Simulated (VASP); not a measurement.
MgS, 2 atoms in the cell. Symmetry: Fm-3m, No. 225, cubic system. Conventional cell: a = 5.097 Å, b = 5.097 Å, c = 5.097 Å, α = 90.00°, β = 90.00°, γ = 90.00°. Mg (site symmetry m-3m) has 6 S at 2.55 Å within 3.4 Å. S (site symmetry m-3m) has 6 Mg at 2.55 Å within 3.4 Å. 

* Program: VASP 6.6.1
* Task: single point
* Functional: r2SCAN
* Potentials or basis: VASP PAW PBE potentials, release 64 (Mg_sv, S)
* Cutoff: 920 eV
* k mesh: 8 × 8 × 8
* Occupations: gaussian, width 0.01 eV
* Spin: no spin polarisation
* Dipole correction: no
* Further INCAR settings: ALGO = Normal; EDIFF = 1e-06; NBANDS = 15

Potentials or basis: VASP PAW PBE potentials, release 64 (Mg_sv, S).

Run with:

```sh
$ cat potpaw_PBE.64/Mg_sv/POTCAR potpaw_PBE.64/S/POTCAR > POTCAR
$ cp INCAR.step1 INCAR
$ mpirun -np 1 vasp_std > vasp.out
$ cp INCAR.step2 INCAR
$ mpirun -np 1 vasp_std > vasp.out
```

Hardware: 1 thread of Intel(R) Xeon(R) Platinum 8375C CPU @ 2.90GHz (Ice Lake) (shared host).

Task: How long does it take, and how much memory?

Result: It took 89 s on 1 thread of Intel(R) Xeon(R) Platinum 8375C CPU @ 2.90GHz (Ice Lake), with other jobs on the host, peak memory 0.22 GiB. Counts: k points 29.
